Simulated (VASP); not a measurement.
Crystal: SbS5.

```
CELL_PARAMETERS angstrom
0.00000 4.32682 4.32682
4.32682 0.00000 4.32682
4.32682 4.32682 0.00000
ATOMIC_POSITIONS crystal
Sb 0.00000 0.00000 0.00000
S 0.25000 0.25000 0.25000
S 0.12959 0.62347 0.62347
S 0.62347 0.62347 0.62347
S 0.62347 0.62347 0.12959
S 0.62347 0.12959 0.62347
```

The cell was built from a structure type or drawn by symmetry, and may not be a known phase.

- Program: VASP 6.6.1
- Task: relaxation of cell and atoms
- Functional: PBE
- Potentials or basis: VASP PAW PBE potentials, release 64 (Sb, S)
- Cutoff: 600 eV
- k mesh: 4 × 4 × 4
- Occupations: gaussian, width 0.1 eV
- Spin: no spin polarisation

At the start: pressure -11.5 GPa; volume 27.00 Å³/atom.

Where does the relaxation end?

Over 12 steps the energy falls by 489.4 meV/atom and the volume is 18.60 Å³/atom (-31.1 %); space group F-43m (No. 216, to 0.1 Å) before and after.

The path:
| step | energy change (eV) | largest force (eV/Å) | pressure (GPa) | volume (Å³) |
| --- | --- | --- | --- | --- |
| 1 | 0.0000 | 0.2091 | -11.52 | 162.01 |
| 2 | -2.5136 | 0.3545 | -5.59 | 120.63 |
| 3 | -2.7360 | 0.4332 | -0.77 | 110.32 |
| 4 | -2.7395 | 0.4423 | 0.24 | 108.72 |
| 5 | -2.7795 | 0.4355 | 0.37 | 108.51 |
| 6 | -2.8888 | 0.3048 | 1.36 | 107.91 |
| 7 | -2.5521 | 1.9260 | 7.34 | 106.70 |
| 8 | -2.9036 | 0.1777 | 1.76 | 107.76 |
| 9 | -2.9084 | 0.0025 | 2.29 | 107.60 |
| 10 | -2.9308 | 0.0978 | 1.08 | 110.10 |
| 11 | -2.9326 | 0.1409 | 0.65 | 111.14 |
| 12 | -2.9364 | 0.0326 | 0.13 | 111.62 |

Final structure:
```yaml
crystal:
  lattice:
    - [0.00000, 3.82149, 3.82149]
    - [3.82149, 0.00000, 3.82149]
    - [3.82149, 3.82149, 0.00000]
  atoms:
    - { symbol: Sb, position: [0.00000, 0.00000, 0.00000] }
    - { symbol: S, position: [0.25000, 0.25000, 0.25000] }
    - { symbol: S, position: [0.16577, 0.61141, 0.61141] }
    - { symbol: S, position: [0.61141, 0.61141, 0.61141] }
    - { symbol: S, position: [0.61141, 0.61141, 0.16577] }
    - { symbol: S, position: [0.61141, 0.16577, 0.61141] }
```

Caveat: the volume moved by over 15 % at a fixed basis, so the end points are rough.
